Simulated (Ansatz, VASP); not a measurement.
**One calculation of C, two programs**

Contents of POSCAR:

```
C
1.0
    2.4652993330      0.0000000000      0.0000000000
   -1.2326496665      2.1350118504      0.0000000000
    0.0000000000      0.0000000000     32.7441727485
C
4
Direct
    0.0000000000      0.0000000000      0.4480190938
    0.6666666667      0.3333333333      0.4480059746
    0.0000000000      0.0000000000      0.5519809062
    0.3333333333      0.6666666667      0.5519940254
```

INCAR.step1

```
SYSTEM = C
PREC = Accurate
ENCUT = 580
ISMEAR = 0
SIGMA = 0.1
LREAL = .False.
LASPH = .True.
NELM = 120
LDIPOL = .True.
IDIPOL = 3
DIPOL = 0.5 0.5 0.500
NBANDS = 16
GGA = PE
ALGO = Normal
EDIFF = 1E-5
LWAVE = .True.
LCHARG = .False.
GGA_COMPAT = .False.
NELMDL = -8
```

The input INCAR.step2:

```
SYSTEM = C
PREC = Accurate
ENCUT = 580
EDIFF = 1E-6
ISMEAR = 0
SIGMA = 0.1
LREAL = .False.
LASPH = .True.
NELM = 120
ALGO = Normal
ISIF = 2
LWAVE = .False.
LCHARG = .False.
LDIPOL = .True.
IDIPOL = 3
DIPOL = 0.5 0.5 0.500
METAGGA = R2SCAN
LMIXTAU = .True.
NBANDS = 16
ISTART = 1
GGA_COMPAT = .False.
```

File KPOINTS:

```
Automatic mesh
0
Gamma
  21 21 1
  0 0 0
```

Input for Ansatz:

```yaml
crystal:
  lattice:
    - [2.465299333, 0.0, 0.0]
    - [-1.2326496665, 2.1350118504, 0.0]
    - [0.0, 0.0, 32.7441727485]
  atoms:
    - { symbol: C, position: [0.0, 0.0, 0.4480190938] }
    - { symbol: C, position: [0.6666666667, 0.3333333333, 0.4480059746] }
    - { symbol: C, position: [0.0, 0.0, 0.5519809062] }
    - { symbol: C, position: [0.3333333333, 0.6666666667, 0.5519940254] }
  periodic: [true, true, false]
basis:
  ecutwfc: 500
kpoints:
  mp_grid: { grid: [21, 21, 1] }
  band_path:
    path:
      - [0.0, 0.0, 0.0]
      - [0.05, 0.0, 0.0]
      - [0.1, 0.0, 0.0]
      - [0.15, 0.0, 0.0]
      - [0.2, 0.0, 0.0]
      - [0.25, 0.0, 0.0]
      - [0.3, 0.0, 0.0]
      - [0.35, 0.0, 0.0]
      - [0.4, 0.0, 0.0]
      - [0.45, 0.0, 0.0]
      - [0.5, 0.0, 0.0]
      - [0.4833333333, 0.0333333333, 0.0]
      - [0.4666666667, 0.0666666667, 0.0]
      - [0.45, 0.1, 0.0]
      - [0.4333333333, 0.1333333333, 0.0]
      - [0.4166666667, 0.1666666667, 0.0]
      - [0.4, 0.2, 0.0]
      - [0.3833333333, 0.2333333333, 0.0]
      - [0.3666666667, 0.2666666667, 0.0]
      - [0.35, 0.3, 0.0]
      - [0.3333333333, 0.3333333333, 0.0]
      - [0.3, 0.3, 0.0]
      - [0.2666666667, 0.2666666667, 0.0]
      - [0.2333333333, 0.2333333333, 0.0]
      - [0.2, 0.2, 0.0]
      - [0.1666666667, 0.1666666667, 0.0]
      - [0.1333333333, 0.1333333333, 0.0]
      - [0.1, 0.1, 0.0]
      - [0.0666666667, 0.0666666667, 0.0]
      - [0.0333333333, 0.0333333333, 0.0]
    npoints: 1
hamiltonian:
  xc: r2scan
scf:
  occupations: { method: gaussian, width: 0.1 }
  n_extra_bands: 6
output:
  forces: true
  stress: true
  eigenvalues: true
  write_density: true
  write_potential: true
  elf: true
  volumetric_format: npy
```

Alike in both runs: task single point; functional r2SCAN; k mesh 21 × 21 × 1; occupations gaussian, width 0.1 eV; no spin polarisation.

|  | VASP | Ansatz |
| --- | --- | --- |
| version | VASP 6.6.1 | Ansatz 0.2.0 |
| potentials or method | VASP PAW PBE potentials, release 64 (C), cutoff 580 eV | scalar-relativistic, plane waves, PAW |
| valence electrons in the cell | 16 | 16 |

```csv
,VASP,Ansatz,Ansatz less VASP
gap on the k mesh at the Fermi level (eV),none,none,-
rms of the force components (eV/Å),0.009,0.009,0.0000
```

VASP's potentials were made for PBE, not for r2SCAN. Atom by atom the forces differ by 0.000 eV/Å (rms over components). A gap of «none» marks a metal or a gap that the smearing closes. Ansatz's warnings: xc potential rough in thin density.
